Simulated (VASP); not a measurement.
Input of a VASP 6.6.1 run:

File INCAR:

```
PREC = Accurate
ENCUT = 520
EDIFF = 1E-6
ISMEAR = -1
SIGMA = 0.01
LREAL = Auto
LASPH = T
NELM = 80
ALGO = Normal
ISIF = 2
LWAVE = F
LCHARG = F
GGA = PE
NBANDS = 322
NELECT = 552.0
```

Contents of KPOINTS:

```
Automatic mesh
0
Gamma
  1 1 1
```

The input POSCAR:

```
Li15CaNb16O48
1.0
    5.1899002718      2.9963903190      9.3444465000
   -5.1899002718      2.9963903190      9.3444465000
    0.0000000000     -5.9927806380      9.3444465000
Li Nb O Ca
15 16 48 1
Direct
    0.3582807346      0.3645685424      0.3558633516
    0.1166833914      0.1044659663      0.1075580028
    0.3707276564      0.3567499262      0.8539042007
    0.1102078353      0.1048174361      0.6078720021
    0.3670852742      0.8557965893      0.3583038765
    0.1063524387      0.6025873436      0.1167888579
    0.3611288643      0.8561446300      0.8586520156
    0.1178167338      0.6022915048      0.6100706828
    0.8573917659      0.3647991234      0.3555217036
    0.6116036402      0.1050096982      0.1084732835
    0.8687512838      0.3583408878      0.8502840052
    0.6103827207      0.1080301337      0.6094479940
    0.8588390920      0.8592033212      0.3561094081
    0.6044626293      0.6075946918      0.1168683153
    0.8558670170      0.8596459010      0.8545730221
    0.5104420402      0.4930537991      0.5025839239
    0.2463005299      0.2474218241      0.2482934853
    0.4949822331      0.4926993374      1.0107990082
    0.2610945137      0.2522023112      0.7467794565
    0.4894792578      1.0138966804      0.4962871211
    0.2594105575      0.7548957919      0.2445649271
    0.5098972577      0.9917431054      1.0029511716
    0.2384334323      0.7491724988      0.7574124071
    1.0191919204      0.4899628330      0.5002552208
    0.7516678776      0.2490793945      0.2465024505
    0.9972450853      0.4985249987      0.9975788865
    0.7675653893      0.2404254570      0.7459830297
    0.9970829384      0.9985092713      0.4970119001
    0.7633161418      0.7576058098      0.2354925787
    1.0122024244      0.9935865503      1.0034799812
    0.7461583500      0.7477798625      0.7492325285
    0.1431980597      0.3120976287      0.4463361573
    0.3120414093      0.4465581859      0.1459095446
    0.4418549913      0.1478022761      0.3140376036
    0.1950781581      0.0665520011      0.3890115210
    0.3829410934      0.1994651520      0.0684962979
    0.0658203906      0.3911691098      0.1961289059
    0.1320849032      0.3181036507      0.9492186562
    0.3206910513      0.4426168874      0.6458687543
    0.4354415138      0.1328002233      0.8276269808
    0.1856553317      0.0784306824      0.8819098552
    0.3931164233      0.2003691847      0.5634229133
    0.0733852704      0.3965142509      0.6897195552
    0.1325300665      0.8170617643      0.4519874039
    0.3177062691      0.9437428074      0.1444668572
    0.4325510627      0.6351972517      0.3314556635
    0.1852159306      0.5782154532      0.3823378065
    0.3924432493      0.6957724839      0.0698825194
    0.0676609127      0.8943506583      0.1938593901
    0.1389227553      0.8150304195      0.9480625582
    0.3191469278      0.9468935993      0.6372339015
    0.4299179513      0.6434411222      0.8354854200
    0.1934060448      0.5658695730      0.8902686359
    0.3852057945      0.6981011108      0.5775848533
    0.0642117710      0.8904554414      0.6973727261
    0.6433740292      0.3178550561      0.4449572527
    0.8159935531      0.4481187050      0.1410244488
    0.9455140518      0.1388233148      0.3157422959
    0.6937952753      0.0744907164      0.3887722039
    0.8823473407      0.2014718368      0.0663441874
    0.5666313052      0.3935555243      0.1963656207
    0.6282991302      0.3218678795      0.9482996299
    0.8353856423      0.4226279777      0.6515987625
    0.9359343356      0.1256093112      0.8302752115
    0.6855116256      0.0730071100      0.8844653927
    0.8927500273      0.1940326401      0.5632181485
    0.5746802382      0.3910641948      0.6921816328
    0.6359311836      0.8433223898      0.4301860379
    0.8206937353      0.9440094287      0.1390814089
    0.9281682185      0.6329515000      0.3338007592
    0.6806714769      0.5847490595      0.3838296205
    0.8932811418      0.6966425998      0.0617771387
    0.5690235109      0.8953088387      0.1908670711
    0.6400309668      0.8139828765      0.9467807453
    0.8172359600      0.9458046298      0.6388426669
    0.9439215271      0.6380377215      0.8179208631
    0.6932525586      0.5681741110      0.8837513185
    0.8759459813      0.6967775229      0.5702974123
    0.5668007174      0.8881937454      0.6947022852
    0.6219150299      0.6147437486      0.6115011153
```

Potentials or basis: VASP PAW PBE potentials, release 64 (Li_sv, Nb_sv, O, Ca_sv).

The run is started by

```bash
$ cat potpaw_PBE.64/Li_sv/POTCAR potpaw_PBE.64/Nb_sv/POTCAR potpaw_PBE.64/O/POTCAR potpaw_PBE.64/Ca_sv/POTCAR > POTCAR
$ mpirun -np 1 vasp_gam > vasp.out
```

Problem. Predict the largest force.

Solution. 0.065 eV/Å.

Forces in eV/Å, atoms in the order of the input:
```
Li  -0.003  0.000 -0.002
Li  -0.002 -0.001 -0.004
Li  -0.004  0.001 -0.007
Li  -0.003 -0.001 -0.002
Li   0.000 -0.001 -0.006
Li  -0.007  0.001 -0.002
Li  -0.002 -0.004 -0.010
Li   0.001  0.001 -0.005
Li  -0.006  0.001 -0.006
Li   0.000  0.002 -0.003
Li  -0.003  0.001  0.000
Li  -0.004  0.000 -0.003
Li  -0.002 -0.001 -0.003
Li   0.002  0.001 -0.007
Li  -0.001  0.000 -0.003
Nb  -0.028 -0.007  0.008
Nb  -0.006 -0.001  0.039
Nb  -0.015  0.013  0.036
Nb   0.007 -0.011  0.002
Nb   0.010  0.014  0.039
Nb  -0.006 -0.022  0.016
Nb  -0.012  0.012  0.027
Nb  -0.003 -0.006  0.041
Nb  -0.005  0.007  0.021
Nb  -0.020 -0.002  0.034
Nb   0.002  0.014  0.040
Nb   0.002 -0.008  0.029
Nb  -0.001  0.009  0.043
Nb  -0.005 -0.005  0.013
Nb  -0.016  0.007  0.011
Nb  -0.004  0.014  0.036
O   -0.012  0.012 -0.006
O    0.011 -0.008 -0.014
O   -0.013 -0.005 -0.017
O   -0.010 -0.005 -0.010
O    0.012 -0.007 -0.013
O    0.010  0.008 -0.006
O    0.006  0.014 -0.013
O    0.018  0.011  0.003
O    0.001 -0.011 -0.002
O   -0.015  0.005  0.005
O    0.000 -0.016  0.001
O    0.007  0.017 -0.007
O    0.001  0.014 -0.016
O    0.017  0.000 -0.004
O   -0.004 -0.007 -0.007
O   -0.015 -0.005 -0.003
O    0.008 -0.007 -0.006
O    0.014  0.011  0.000
O   -0.006  0.013 -0.009
O    0.006 -0.016 -0.018
O   -0.015 -0.045  0.010
O   -0.008 -0.010 -0.014
O   -0.001 -0.005 -0.028
O    0.000  0.011 -0.015
O    0.005  0.015 -0.010
O    0.012 -0.015 -0.017
O   -0.003 -0.007 -0.010
O   -0.006 -0.005 -0.009
O    0.017 -0.007 -0.014
O    0.014  0.011 -0.005
O    0.010  0.014 -0.017
O    0.064 -0.002  0.010
O    0.002 -0.009 -0.010
O   -0.012 -0.004 -0.007
O    0.007 -0.015 -0.008
O    0.022 -0.002 -0.020
O   -0.023  0.047  0.006
O    0.016  0.000 -0.006
O   -0.001 -0.007  0.001
O   -0.004  0.013 -0.017
O    0.001 -0.013 -0.008
O    0.010  0.012 -0.001
O   -0.006  0.009 -0.005
O    0.008 -0.012 -0.017
O   -0.009 -0.007 -0.012
O   -0.006 -0.015 -0.007
O    0.012 -0.006 -0.013
O    0.005  0.005 -0.001
Ca  -0.011  0.002  0.016
```

Caveat: the k points lie up to 0.73 Å⁻¹ apart; the cell carries a net charge on a neutralising background, which shifts energy and pressure.
